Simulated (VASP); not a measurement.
# Ti (P6/mmm) in VASP: notebook

Runs on Ti. Level: r2SCAN. Tasks: single point.

Everything below comes from runs of VASP 6.6.1. Logs are shortened: lines on timing, memory, paths and dates and some standing lists are left out, and cuts for length are marked.

## Step 1: The cell of the first run

The structure is hexagonal, space group P6/mmm (No. 191). The conventional cell has a = 4.431 Å, b = 4.431 Å, c = 2.875 Å, α = 90.00°, β = 90.00°, γ = 120.00°. Within 3.8 Å of Ti (site symmetry 6/mmm) lie 14 Ti at 2.88 to 2.93 Å. Ti (site symmetry -6m2) has 11 Ti at 2.56 to 2.93 Å within 3.4 Å.

This isn't the form of Ti at room conditions, which is hcp.

## Step 2: Single point, r2SCAN (biaxial strain in the a-b plane: -3.0 %)

Input file POSCAR:

```
Ti
1.0
    4.4309810533      0.0000000000      0.0000000000
   -2.2154905266      3.8373421558      0.0000000000
    0.0000000000      0.0000000000      2.8754050692
Ti
3
Direct
    0.0000000000      0.0000000000      0.0000000000
    0.3333333333      0.6666666667      0.5000000000
    0.6666666667      0.3333333333      0.5000000000
```

Input file INCAR.step1:

```
SYSTEM = Ti
  PREC = Accurate
  ENCUT = 520
  ISMEAR = 0
  SIGMA = 0.1
  LREAL = .False.
  LASPH = .True.
  NELM = 80
  NBANDS = 25
  GGA = PE
  ALGO = Normal
  EDIFF = 1E-4
  LWAVE = .True.
  LCHARG = .False.
```

Input file INCAR.step2:

```
SYSTEM = Ti
  PREC = Accurate
  ENCUT = 520
  EDIFF = 1E-6
  ISMEAR = 0
  SIGMA = 0.1
  LREAL = .False.
  LASPH = .True.
  NELM = 80
  ALGO = Normal
  ISIF = 2
  LWAVE = .False.
  LCHARG = .False.
  METAGGA = R2SCAN
  LMIXTAU = .True.
  NBANDS = 25
  ISTART = 1
```

Input file KPOINTS:

```
regular mesh
0
Gamma
  12 12 18
  0 0 0
```

Potentials or basis: VASP PAW PBE potentials, release 64 (Ti_sv).

Started as:

```sh
$ cat potpaw_PBE.64/Ti_sv/POTCAR > POTCAR
$ cp INCAR.step1 INCAR
$ mpirun -np 1 vasp_std > vasp.out
$ cp INCAR.step2 INCAR
$ mpirun -np 1 vasp_std > vasp.out
```

OUTCAR:

```text
SYSTEM = Ti
   PREC = Accurate
   ENCUT = 520
   EDIFF = 1E-6
   ISMEAR = 0
   LREAL = .False.
   LASPH = .True.
   NELM = 80
   ISIF = 2
   METAGGA = R2SCAN
   ISTART = 1

 ion  position               nearest neighbor table
   1  0.000  0.000  0.000-
   2  0.333  0.667  0.500-   3 2.56   3 2.56   3 2.56
   3  0.667  0.333  0.500-   2 2.56   2 2.56   2 2.56

  LATTYP: Found a hexagonal cell.
 ALAT       =     4.4309810533
 C/A-ratio  =     0.6489319260

  Lattice vectors:

 A1 = (   4.4309810533,   0.0000000000,   0.0000000000)
 A2 = (  -2.2154905266,   3.8373421558,   0.0000000000)
 A3 = (   0.0000000000,   0.0000000000,   2.8754050692)

Analysis of symmetry for initial positions (statically):
=====================================================================
 Subroutine PRICEL returns:
 Original cell was already a primitive cell.

 Routine SETGRP: Setting up the symmetry group for a
 hexagonal supercell.

 Subroutine GETGRP returns: Found 24 space group operations
 (whereof 24 operations were pure point group operations)
 out of a pool of 24 trial point group operations.

The static configuration has the point symmetry D_6h.

Analysis of symmetry for dynamics (positions and initial velocities):
=====================================================================
 Subroutine PRICEL returns:
 Original cell was already a primitive cell.

 Routine SETGRP: Setting up the symmetry group for a
 hexagonal supercell.

 Subroutine GETGRP returns: Found 24 space group operations
 (whereof 24 operations were pure point group operations)
 out of a pool of 24 trial point group operations.

The dynamic configuration has the point symmetry D_6h.

 Subroutine INISYM returns: Found 24 space group operations
 (whereof 24 operations are pure point group operations),
 and found     1 'primitive' translations

----------------------------------------------------------------------------------------

                                     Primitive cell

  volume of cell :      48.8911

  direct lattice vectors                    reciprocal lattice vectors
     4.430981053  0.000000000  0.000000000     0.225683655  0.130298519  0.000000000
    -2.215490527  3.837342156  0.000000000     0.000000000  0.260597038  0.000000000
     0.000000000  0.000000000  2.875405069     0.000000000  0.000000000  0.347777087

  length of vectors
     4.430981053  4.430981053  2.875405069     0.260597038  0.260597038  0.347777087

  position of ions in fractional coordinates (direct lattice)
     0.000000000  0.000000000  0.000000000
     0.333333333  0.666666667  0.500000000
     0.666666667  0.333333333  0.500000000

  ion indices of the primitive-cell ions
   primitive index   ion index
                 1           1
                 2           2
                 3           3

----------------------------------------------------------------------------------------

 KPOINTS: regular mesh

Automatic generation of k-mesh.
 Grid dimensions read from file:
 generate k-points for:   12   12   18

 Generating k-lattice:

  Cartesian coordinates                     Fractional coordinates (reciprocal lattice)
     0.018806971  0.010858210  0.000000000     0.083333333  0.000000000  0.000000000
     0.000000000  0.021716420  0.000000000     0.000000000  0.083333333  0.000000000
     0.000000000  0.000000000  0.019320949     0.000000000  0.000000000  0.055555556

  Length of vectors
     0.021716420  0.021716420  0.019320949

  Shift w.r.t. Gamma in fractional coordinates (k-lattice)
     0.000000000  0.000000000  0.000000000

 Subroutine IBZKPT returns following result:
 ===========================================

 Found    190 irreducible k-points:

 Following reciprocal coordinates:
            Coordinates               Weight
  0.000000  0.000000  0.000000      1.000000
  0.083333  0.000000  0.000000      6.000000
  0.166667  0.000000  0.000000      6.000000
  0.250000  0.000000  0.000000      6.000000
  0.333333  0.000000  0.000000      6.000000
  0.416667  0.000000  0.000000      6.000000
[... 16 lines left out ...]
  0.250000  0.000000  0.055556     12.000000
  0.333333  0.000000  0.055556     12.000000
 [... further k-points ...]
   k-points           NKPTS =    190   k-points in BZ     NKDIM =    190   number of bands    NBANDS=     25
   number of dos      NEDOS =    301   number of ions     NIONS =      3
   total plane-waves  NPLWV =  31104
   dimension x,y,z NGX =    36 NGY =   36 NGZ =   24
   dimension x,y,z NGXF=    72 NGYF=   72 NGZF=   48
   ions per type =               3
   NGX,Y,Z   is equivalent  to a cutoff of  13.51, 13.51, 13.88 a.u.
   NGXF,Y,Z  is equivalent  to a cutoff of  27.01, 27.01, 27.75 a.u.
 SYSTEM =  Ti
   PREC   = accura    normal or accurate (medium, high low for compatibility)
   ISTART =      1    job   : 0-new  1-cont  2-samecut
   ICHARG =      0    charge: 1-file 2-atom 10-const
   ISPIN  =      1    spin polarized calculation?
   LNONCOLLINEAR =      F non collinear calculations
   LSORBIT =      F    spin-orbit coupling
   LASPH  =      T    aspherical Exc in radial PAW
   ENCUT  =  520.0 eV  38.22 Ry    6.18 a.u.   8.24  8.24  5.35*2*pi/ulx,y,z
   NELM   =     80;   NELMIN=  2; NELMDL=  0     # of ELM steps
   EDIFF  = 0.1E-05   stopping-criterion for ELM
   LREAL  =      F    real-space projection
   EDIFFG = 0.1E-04   stopping-criterion for IOM
   NSW    =      0    number of steps for IOM
   IBRION =     -1    ionic relax: 0-MD 1-quasi-New 2-CG
   NFREE  =      0    steps in history (QN), initial steepest desc. (CG)
   ISIF   =      2    stress and relaxation
   ISYM   =      2    0-nonsym 1-usesym 2-fastsym
   POTIM  = 0.5000    time-step for ionic-motion
   TEBEG  =    0.0;   TEEND  =   0.0 temperature during run
   PSTRESS=    0.0 pullay stress
   NELECT =      36.0000    total number of electrons
   NUPDOWN=      -1.0000    fix difference up-down
   EMIN   =  10.00;   EMAX   =-10.00  energy-range for DOS
   EFERMI =   0.00;   METHOD = LEGACY
   ISMEAR =     0;   SIGMA  =   0.10  broadening in eV -4-tet -1-fermi 0-gaus
   EFERMI_NEDOS =   21; number of points for ismear=-14 and -15
   IALGO  =     38    algorithm
   IMIX   =      4    mixing-type and parameters
     AMIX     =   0.40;   BMIX     =  1.00
     AMIX_MAG =   1.60;   BMIX_MAG =  1.00
  volume/ion in A,a.u.               =      16.30       109.98
  Fermi-wavevector in a.u.,A,eV,Ry     =   1.478311  2.793603 29.734224  2.185404
  Thomas-Fermi vector in A             =   2.592608
   LORBIT       =      0    0 simple, 1 ext, 2 COOP (PROOUT), +10 PAW based schemes
   METAGGA = R2SCAN    functional components
   LHFCALC =     F    Hartree Fock is set to
   AEXX    =    0.0000 exact exchange contribution
   IVDW    =     0    specifies the selected vdW correction
   LEPSILON=     F    determine dielectric tensor
   LRPA    =     F    only Hartree local field effects (RPA)
 non-spin polarized calculation
 Gauss-broadening in eV      SIGMA  =   0.10
  energy-cutoff  :      520.00
  volume of cell :       48.89
 maximum number of plane-waves:      1337
 NGX is ok and might be reduce to    36
   NGX = 17   NGY = 17   NGZ = 11

 number of electron      36.0000006 magnetization

 Free energy of the ion-electron system (eV)
  ---------------------------------------------------
  ext. energy  EPLUGINS =         0.00000000
  ---------------------------------------------------
  free energy    TOTEN  =       -38.81423644 eV

  energy without entropy =      -38.80183319  energy(sigma->0) =      -38.80803481

 E-fermi :   9.0389     XC(G=0): -12.7262

 val. band max:        9.0334668523   @ k =   0.3333   0.0000   0.1111
 cond. band min:       9.0426560883   @ k =   0.4167   0.0833   0.1667
 fundamental gap:      0.0091892359
 Fermi energy:         9.0389144529

 k-point     1 :       0.0000    0.0000    0.0000
  band No.  band energies     occupation
      1     -50.1943      2.00000
      2     -49.9207      2.00000
      3     -49.6910      2.00000
      4     -25.4838      2.00000
      5     -25.4838      2.00000
      6     -25.4557      2.00000
[... 17 lines left out ...]
     24      10.7506      0.00000
     25      10.8805      0.00000

 k-point     2 :       0.0833    0.0000    0.0000
  band No.  band energies     occupation
      1     -50.1924      2.00000
      2     -49.9188      2.00000
      3     -49.6950      2.00000
      4     -25.5436      2.00000
      5     -25.5346      2.00000
      6     -25.3955      2.00000
[... 17 lines left out ...]
     24      10.6191      0.00000
     25      11.1375      0.00000

 k-point     3 :       0.1667    0.0000    0.0000
  band No.  band energies     occupation
      1     -50.1875      2.00000
      2     -49.9126      2.00000
      3     -49.7065      2.00000
      4     -25.6101      2.00000
      5     -25.5698      2.00000
      6     -25.3279      2.00000
[... 17 lines left out ...]
     24      10.8300      0.00000
     25      11.4506      0.00000

 k-point     4 :       0.2500    0.0000    0.0000
  band No.  band energies     occupation
      1     -50.1811      2.00000
      2     -49.9020      2.00000
      3     -49.7243      2.00000
      4     -25.6674      2.00000
      5     -25.5721      2.00000
      6     -25.2692      2.00000
[... 17 lines left out ...]
     24      11.1253      0.00000
     25      11.7702      0.00000
[... 477 lines left out ...]
 k-point    22 :       0.1667    0.0000    0.0556
  band No.  band energies     occupation
      1     -50.1856      2.00000
      2     -49.9117      2.00000
      3     -49.7051      2.00000
      4     -25.6059      2.00000
      5     -25.5663      2.00000
      6     -25.3275      2.00000
[... 17 lines left out ...]
     24      10.8179      0.00000
     25      11.5334      0.00000

 k-point    23 :       0.2500    0.0000    0.0556
  band No.  band energies     occupation
      1     -50.1793      2.00000
      2     -49.9009      2.00000
      3     -49.7229      2.00000
      4     -25.6626      2.00000
      5     -25.5691      2.00000
      6     -25.2700      2.00000
[... 17 lines left out ...]
     24      11.1042      0.00000
     25      11.8432      0.00000

 k-point    24 :       0.3333    0.0000    0.0556
  band No.  band energies     occupation
      1     -50.1732      2.00000
      2     -49.8861      2.00000
      3     -49.7445      2.00000
      4     -25.7060      2.00000
      5     -25.5396      2.00000
      6     -25.2257      2.00000
[... 17 lines left out ...]
     24      11.4509      0.00000
     25      11.7773      0.00000

 [... further k-points ...]

------------------------ aborting loop because EDIFF is reached ----------------------------------------

  FORCE on cell =-STRESS in cart. coord.  units (eV):
  Direction    XX          YY          ZZ          XY          YZ          ZX
  --------------------------------------------------------------------------------------
  -------------------------------------------------------------------------------------
  Total        2.7168816      2.7168816     -0.2438083      0.0000000      0.0000000      0.0000000
  in kB       89.0331705     89.0331705     -7.9896854      0.0000000      0.0000000      0.0000000
  external PRESSURE =      56.6922186 kB  Pullay stress =       0.0000000 kB

 VOLUME and BASIS-vectors are now :
 -----------------------------------------------------------------------------
  energy-cutoff  :      520.00
  volume of cell :       48.89
      direct lattice vectors                 reciprocal lattice vectors
     4.430981053  0.000000000  0.000000000     0.225683655  0.130298519  0.000000000
    -2.215490527  3.837342156  0.000000000     0.000000000  0.260597038  0.000000000
     0.000000000  0.000000000  2.875405069     0.000000000  0.000000000  0.347777087

 POSITION                                       TOTAL-FORCE (eV/Angst)
 -----------------------------------------------------------------------------------
      0.00000      0.00000      0.00000        -0.000000     -0.000000     -0.000000
     -0.00000      2.55823      1.43770        -0.000000     -0.000000      0.000000
      2.21549      1.27911      1.43770         0.000000      0.000000     -0.000000
 -----------------------------------------------------------------------------------
    total drift:                                0.000000      0.000000     -0.000000

  FREE ENERGIE OF THE ION-ELECTRON SYSTEM (eV)
  ---------------------------------------------------
  free  energy   TOTEN  =       -38.8142364426 eV

  energy  without entropy=      -38.8018331873  energy(sigma->0) =      -38.80803481
```

Run time: 18 min. Hardware: 1 thread of Oxide Virtual Turin-like, shared host; peak memory 0.27 GiB.

Results:

```yaml
Free_energy: -38.8142 eV
Pressure: 5.7 GPa
Band_gap_on_the_k_mesh: zero (bands 18 and 19 overlap by 0.47 eV)
```

Levels at points of the mesh, in eV from the Fermi level:
| k point | band 16 | band 17 | band 18 | band 19 | band 20 | band 21 |
| --- | --- | --- | --- | --- | --- | --- |
| (0.00, 0.00, 0.00) | -0.77 | -0.74 | -0.74 | 0.27 | 1.10 | 1.50 |
| (0.50, 0.00, 0.00) | -0.52 | -0.32 | -0.31 | 0.14 | 0.74 | 0.87 |
| (0.00, 0.00, 0.50) | -2.28 | -1.95 | -1.95 | 1.32 | 1.32 | 1.37 |
| (0.50, 0.00, 0.50) | -1.42 | -1.08 | -0.96 | 0.45 | 0.82 | 0.90 |

Caveat: the cell differs from its parent crystal (biaxial strain in the a-b plane: -3.0 %); the stress differs along the axes, from -1 to 9 GPa; the PAW data sets were made with another functional, which shifts forces and pressure a little.

## Step 3: Single point, r2SCAN (biaxial strain in the a-b plane: -2.0 %, then relaxed in part)

Input file POSCAR:

```
Ti
1.0
    4.4766612703      0.0000000000      0.0000000000
   -2.2383306352      3.8769023842      0.0000000000
    0.0000000000      0.0000000000      2.8487877344
Ti
3
Direct
    0.0000000000      0.0000000000      0.0000000000
    0.3333333333      0.6666666667      0.5000000000
    0.6666666667      0.3333333333      0.5000000000
```

Input file INCAR.step1:

```
  ALGO = Normal
  EDIFF = 1E-4
  ENCUT = 520
  GGA = PE
  ISMEAR = 0
  LASPH = T
  LCHARG = F
  LREAL = F
  LWAVE = T
  NBANDS = 25
  NELM = 60
  PREC = Accurate
  SIGMA = 0.1
```

Input file INCAR.step2:

```
  ALGO = Normal
  EDIFF = 1E-7
  ENCUT = 520
  ISIF = 2
  ISMEAR = 0
  ISTART = 1
  LASPH = T
  LCHARG = T
  LELF = T
  LMIXTAU = T
  LREAL = F
  LVHAR = T
  LWAVE = F
  METAGGA = R2SCAN
  NBANDS = 25
  NELM = 60
  PREC = Accurate
  SIGMA = 0.1
```

Input file KPOINTS:

```
k-points
0
Gamma
  12 12 18
```

Potentials or basis: VASP PAW PBE potentials, release 64 (Ti_sv).

Started as:

```sh
$ cat potpaw_PBE.64/Ti_sv/POTCAR > POTCAR
$ cp INCAR.step1 INCAR
$ mpirun -np 1 vasp_std > vasp.out
$ cp INCAR.step2 INCAR
$ mpirun -np 1 vasp_std > vasp.out
```

It took 26 min on 1 thread of Oxide Virtual Turin-like, shared host; peak memory 0.27 GiB.

Results (log left out):

```
Free energy            : -38.8627 eV
Pressure               : 4.3 GPa
Band gap on the k mesh : zero (bands 18 and 19 overlap by 0.41 eV)
```

Stress tensor (GPa, compression positive):
```
6.20 0.00 0.00
0.00 6.20 0.00
0.00 0.00 0.42
```

Levels at points of the mesh, in eV from the Fermi level:
```
           k point  band 16  band 17  band 18  band 19  band 20  band 21
(0.00, 0.00, 0.00)    -0.79    -0.76    -0.76     0.17     0.98     1.48
(0.50, 0.00, 0.00)    -0.49    -0.34    -0.33     0.11     0.77     0.91
(0.00, 0.00, 0.50)    -2.17    -1.91    -1.91     1.24     1.24     1.38
(0.50, 0.00, 0.50)    -1.38    -0.96    -0.93     0.44     0.86     0.91
```

Caveat: the cell differs from its parent crystal (biaxial strain in the a-b plane: -2.0 %, then relaxed in part); the stress differs along the axes, from 0 to 6 GPa; the PAW data sets were made with another functional, which shifts forces and pressure a little.
